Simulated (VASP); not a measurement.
Wanted: the native input for a VASP 6.6.1 run.

- Task: relaxation of cell and atoms
- Functional: PBE
- Potentials or basis: VASP PAW PBE potentials, release 64 (Ti_sv, N)
- Cutoff: 600 eV
- k mesh: 10 × 10 × 10
- Occupations: fermi-dirac, width 0.02 eV
- Spin: no spin polarisation
- Dipole correction: no
- Further INCAR settings: ALGO = Normal; EDIFF = 1e-06; IBRION = 2; EDIFFG = -0.005; NSW = 80; ISIF = 3

The structure of TiN (Osbornite) lies in POSCAR:

```
TiN
1.0
    0.0000000000      2.1190000000      2.1190000000
    2.1190000000      0.0000000000      2.1190000000
    2.1190000000      2.1190000000      0.0000000000
Ti N
1 1
Direct
    0.0000000000      0.0000000000      0.0000000000
    0.5000000000      0.5000000000      0.5000000000
```

These files were run (other wordings do the same):

INCAR

```
ALGO = Normal ; EDIFF = 1E-6
EDIFFG = -0.005 ; ENCUT = 600
GGA = PE ; IBRION = 2
ISIF = 3 ; ISMEAR = -1
LASPH = True ; LCHARG = False
LREAL = False ; LWAVE = False
NELM = 60 ; NSW = 80
PREC = Accurate ; SIGMA = 0.02
```

KPOINTS

```
k-points
0
Gamma
  10 10 10
```

Potentials or basis: VASP PAW PBE potentials, release 64 (Ti_sv, N).

Launch:

```bash
$ cat potpaw_PBE.64/Ti_sv/POTCAR potpaw_PBE.64/N/POTCAR > POTCAR
$ mpirun -np 1 vasp_std > vasp.out
```

Results of the run:

```yaml
Relaxed_volume: 9.58 Å³/atom
Relaxed_cell: a = 3.004 Å, b = 3.004 Å, c = 3.004 Å, α = 60.00°, β = 60.00°, γ = 60.00°
Space_group_after_relaxing_to_0.05_Å: Fm-3m (No. 225)
Energy_gained_by_relaxing: 0.5 meV/atom
Ionic_steps: 4
Pressure_after_relaxing: 0.0 GPa
```

Wall time 54 s on 1 thread of Intel Xeon 8259CL (shared host), peak memory 0.15 GiB.
